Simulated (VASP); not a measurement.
Input of a VASP 6.6.1 run:

File INCAR:

```
PREC = Accurate ; ENCUT = 520
EDIFF = 1E-6 ; ISMEAR = 0
SIGMA = 0.1 ; LREAL = Auto
LASPH = True ; NELM = 80
ALGO = Normal ; ISIF = 2
LWAVE = False ; LCHARG = True
GGA = PS ; LELF = True
LVHAR = True ; NBANDS = 133
```

The input KPOINTS:

```
regular mesh
0
Gamma
  3 4 1
```

The input POSCAR:

```
Mo
1.0
    6.3000000000      0.0000000000      0.0000000000
    3.1500000000      4.4547730000      0.0000000000
    0.0000000000      0.0000000000     17.6821590000
Mo
17
Direct
   -0.2500000561      0.5000001122      0.0565541798
    0.2499999439      0.5000001122      0.0565541798
   -0.2500000000      1.0000000000      0.0565541798
    0.2500000000      1.0000000000      0.0565541798
   -0.0020033785      0.0034708839      0.1760123297
    0.5012497703     -0.0019347787      0.1757188701
    0.0019715092      0.4965204737      0.1760095020
    0.4987093029      0.5019375847      0.1757136671
   -0.2490197291      0.5023292994      0.3019885750
    0.2437634722      0.5012848017      0.2987054352
   -0.2437858069      0.9987265344      0.2986991577
    0.2489705395      0.9976405083      0.3019753979
    0.0097435568     -0.0074515581      0.4272231688
    0.5040460767      0.0079287991      0.4215181528
   -0.0097787116      0.5074523438      0.4272040535
    0.4958882572      0.4920695173      0.4215697303
    0.4998886799     -0.2497586297      0.5247493250
```

Potentials or basis: VASP PAW PBE potentials, release 64 (Mo_sv).

Run with:

```console
$ cat potpaw_PBE.64/Mo_sv/POTCAR > POTCAR
$ mpirun -np 1 vasp_std > vasp.out
```

Predict the largest force.

0.199 eV/Å.

Estimate the band gap on the k mesh.

zero (band 119 reaches 5.74 eV, above the bottom of band 120 at 4.20 eV).

Forces in eV/Å, atoms in the order of the input:
```
Mo  -0.126  0.046 -0.146
Mo   0.019  0.048  0.090
Mo  -0.019 -0.048  0.090
Mo   0.126 -0.047 -0.147
Mo   0.000 -0.001  0.004
Mo   0.000  0.004  0.000
Mo   0.000  0.001  0.005
Mo   0.001 -0.004  0.000
Mo  -0.001  0.000 -0.002
Mo   0.001 -0.006  0.006
Mo  -0.001  0.006  0.006
Mo   0.001  0.000 -0.001
Mo   0.001  0.007  0.018
Mo   0.043  0.048 -0.058
Mo  -0.001 -0.007  0.020
Mo  -0.040 -0.047 -0.060
Mo  -0.003 -0.001  0.173
```

Caveat: the k points lie up to 0.41 Å⁻¹ apart; the PAW data sets were made with another functional, which shifts forces and pressure a little.
